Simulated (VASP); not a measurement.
MgS:

```
Mg S
1.0
     0.00000    2.83088    2.83088
     2.83088    0.00000    2.83088
     2.83088    2.83088    0.00000
Mg S
1 1
Direct
  0.00000 0.00000 0.00000
  0.25000 0.25000 0.25000
```

Base run:

```yaml
Program: VASP 6.6.1
Functional: PBE
Potentials_or_basis: VASP PAW PBE potentials, release 64 (Mg, S)
Cutoff: 600 eV
k_mesh: 6 × 6 × 6
Occupations: gaussian, width 0.01 eV
Spin: no spin polarisation
```

Its results: band gap on the k mesh 3.46 eV, direct; pressure 1.0 GPa.

Problem. The run is repeated on the same cell with these changes: functional from PBE to r2SCAN; cutoff from 600 eV to 660 eV. What comes out?

Solution. Band gap on the k mesh 4.13 eV, direct; pressure -0.2 GPa.

r2SCAN gives the wider gap, since meta-GGAs in the generalised Kohn-Sham scheme recover part of the derivative discontinuity.

Caveats: the PAW data sets were made with another functional, which shifts forces and pressure a little (some runs).

A k mesh can miss the band edges.
